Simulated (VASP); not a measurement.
# FeO (Wuestite): relaxation of cell and atoms with LDA

FeO (Wuestite):

```
CELL_PARAMETERS angstrom
0.00000 2.15540 2.15540
2.15540 0.00000 2.15540
2.15540 2.15540 0.00000
ATOMIC_POSITIONS crystal
Fe 0.00000 0.00000 0.00000
O 0.50000 0.50000 0.50000
```

```json
{"Program": "VASP 6.6.1", "Task": "relaxation of cell and atoms", "Functional": "LDA", "Potentials or basis": "VASP PAW LDA potentials, release 64 (Fe, O)", "Cutoff": "600 eV", "k mesh": "11 × 11 × 11", "Occupations": "fermi-dirac, width 0.05 eV", "Spin": "collinear spin, ferromagnetic start", "Starting moments": "[3.0, 0.0] μB", "Dipole correction": "no", "Further INCAR settings": "ALGO = Normal; EDIFF = 1e-06; IBRION = 2; EDIFFG = -0.01; NSW = 60; ISIF = 3"}
```

```yaml
Relaxed_volume: 9.09 Å³/atom
Relaxed_cell: a = 2.952 Å, b = 2.952 Å, c = 2.952 Å, α = 60.00°, β = 60.00°, γ = 60.00°
Space_group_after_relaxing_to_0.05_Å: Fm-3m (No. 225)
Energy_gained_by_relaxing: 46.9 meV/atom
Ionic_steps: 4
Pressure_after_relaxing: 0.0 GPa
Net_moment: 3.75 μB per cell
Site_moments: Fe +3.38; O +0.28 μB
Valence_electrons_inside_the_program's_atomic_spheres: Fe 6.96; O 5.00
```

The path:
```
step  energy change (eV)  largest force (eV/Å)  pressure (GPa)  volume (Å³)
   1              0.0000                0.0000          -15.61        20.03
   2             -0.0744                0.0000            7.33        17.33
   3             -0.0937                0.0000            0.40        18.15
   4             -0.0937                0.0000           -0.02        18.19
```

Final structure:
```yaml
crystal:
  lattice:
    - [0.00000, 2.08731, 2.08731]
    - [2.08731, 0.00000, 2.08731]
    - [2.08731, 2.08731, 0.00000]
  atoms:
    - { symbol: Fe, position: [0.00000, 0.00000, 0.00000] }
    - { symbol: O, position: [0.50000, 0.50000, 0.50000] }
```

Levels at points of the mesh, in eV from the Fermi level:
Spin up:
```
           k point  band 6  band 7  band 8  band 9  band 10  band 11  band 12  band 13
(0.00, 0.00, 0.00)   -3.65   -3.65   -3.30   -3.30     0.83    15.73    17.86    17.86
```
Spin down:
```
           k point  band 1  band 2  band 3  band 4  band 5  band 6  band 7  band 8  band 9  band 10
(0.00, 0.00, 0.00)  -20.73   -3.59   -3.59   -3.59   -0.96   -0.96   -0.96   -0.16   -0.16     1.56
```

Run time: 65 s on 1 thread of Intel Xeon 6975P-C, with other jobs on the host, peak memory 0.16 GiB.

Caveat: a cell with one magnetic atom can't hold antiferromagnetic order, which such compounds often take; semilocal functionals often make such compounds metallic where correlation or magnetic order opens a gap, which also shifts bond lengths. Zero-point motion and thermal expansion aren't in these numbers.
